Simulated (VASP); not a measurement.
Here is a VASP 6.6.1 calculation.

The input INCAR:

```
ALGO = Normal
EDIFF = 1E-8
ENCUT = 1000
GGA_COMPAT = False
ISIF = 2
ISMEAR = -1
LASPH = True
LCHARG = False
LEFG = True
LREAL = False
LWAVE = False
NBANDS = 28
NELM = 120
PREC = Accurate
SIGMA = 0.02
```

File KPOINTS:

```
k-points
0
Gamma
  6 6 5
```

POSCAR

```
SnO
1.0
    3.8020000000     -0.0190100000     -0.0190100000
   -0.0190100000      3.8020000000     -0.0190100000
   -0.0241800000     -0.0241800000      4.8360000000
Sn O
2 2
Direct
    0.0000000000      0.5000000000      0.2385000000
    0.5000000000      0.0000000000      0.7615000000
    0.0000000000      0.0000000000      0.0000000000
    0.5000000000      0.5000000000      0.0000000000
```

Potentials or basis: VASP PAW LDA potentials, release 64 (Sn_d, O_h).

The run is started by

```sh
$ cat potpaw_LDA.64/Sn_d/POTCAR potpaw_LDA.64/O_h/POTCAR > POTCAR
$ mpirun -np 1 vasp_std > vasp.out
```

Task: What does it give for the band gap on the k mesh?

Result: 0.08 eV (least direct gap 1.92 eV).

Task: What does it give for the pressure?

Result: -2.4 GPa.

Task: Predict the largest force.

Result: 0.175 eV/Å.

Stress tensor (GPa, compression positive):
```
-2.48  0.85  0.52
 0.85 -2.48  0.52
 0.52  0.52 -2.29
```

Caveat: the cell differs from its parent crystal (equal xy, yz and zx shear strains of -1 %); semilocal functionals underestimate gaps, and a narrow one can read as zero; without QUAD_EFG the Cq values of the log hold for a quadrupole moment of 1 mb, not for the nuclei; spin-orbit coupling is left out, which moves the levels of the heavy elements. A k mesh can miss the band edges.
